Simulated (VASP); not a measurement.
Set up this calculation in VASP 6.6.1, as the native input.

```
Task                               : single point
Functional                         : HSE06
Potentials or basis                : VASP PAW PBE potentials, release 64 (Li_sv, Cl)
Cutoff                             : 650 eV
k mesh                             : 6 × 6 × 4
Occupations                        : gaussian, width 0.01 eV
Spin                               : no spin polarisation
Dipole correction                  : no
Grid for exact exchange (PRECFOCK) : Normal
Further INCAR settings             : ALGO = Normal; EDIFF = 1e-06; NBANDS = 18
Share of exact exchange            : 0.25
Screening parameter                : 0.2079 1/Å
```

LiCl:

```
Li Cl
1.0
     3.89418    0.00000    0.00000
    -1.94709    3.37246    0.00000
     0.00000    0.00000    6.22446
Li Cl
2 2
Direct
  0.33333 0.66667 0.99687
  0.66667 0.33333 0.49687
  0.33333 0.66667 0.37813
  0.66667 0.33333 0.87813
```

The input as run:

POSCAR

```
LiCl
1.0
    3.8941840841      0.0000000000      0.0000000000
   -1.9470920421      3.3724623438      0.0000000000
    0.0000000000      0.0000000000      6.2244574211
Li Cl
2 2
Direct
    0.3333333333      0.6666666667     -0.0031270717
    0.6666666667      0.3333333333      0.4968729283
    0.3333333333      0.6666666667      0.3781270717
    0.6666666667      0.3333333333      0.8781270717
```

INCAR.step1

```
  ALGO = Normal
  EDIFF = 1E-5
  ENCUT = 650
  GGA = PE
  GGA_COMPAT = False
  ISIF = 2
  ISMEAR = 0
  KPAR = 4
  LASPH = True
  LCHARG = False
  LREAL = False
  LWAVE = True
  NBANDS = 18
  NELM = 120
  PREC = Accurate
  SIGMA = 0.01
```

INCAR.step2

```
  ALGO = Normal
  EDIFF = 1E-6
  ENCUT = 650
  GGA = PE
  GGA_COMPAT = False
  HFSCREEN = 0.2079
  ISIF = 2
  ISMEAR = 0
  ISTART = 1
  KPAR = 4
  LASPH = True
  LCHARG = False
  LHFCALC = True
  LREAL = False
  LWAVE = False
  NBANDS = 18
  NELM = 120
  PREC = Accurate
  PRECFOCK = Normal
  SIGMA = 0.01
```

KPOINTS

```
k-points
0
Gamma
  6 6 4
```

Potentials or basis: VASP PAW PBE potentials, release 64 (Li_sv, Cl).

Launch:

```bash
$ cat potpaw_PBE.64/Li_sv/POTCAR potpaw_PBE.64/Cl/POTCAR > POTCAR
$ cp INCAR.step1 INCAR
$ mpirun -np 4 vasp_std > vasp.out
$ cp INCAR.step2 INCAR
$ mpirun -np 4 vasp_std > vasp.out
```

Results of the run:

| Item | Value |
| --- | --- |
| Pressure | 0.1 GPa |
| Band gap on the k mesh | 7.35 eV |

Caveat: the structure was generated, so it needn't be the stable form of LiCl; the PAW data sets were made with another functional, which shifts forces and pressure a little.

It took 21 min on 4 MPI ranks on AMD EPYC 7R13 Processor (Zen 3), on a shared host, peak memory 0.35 GiB a rank.
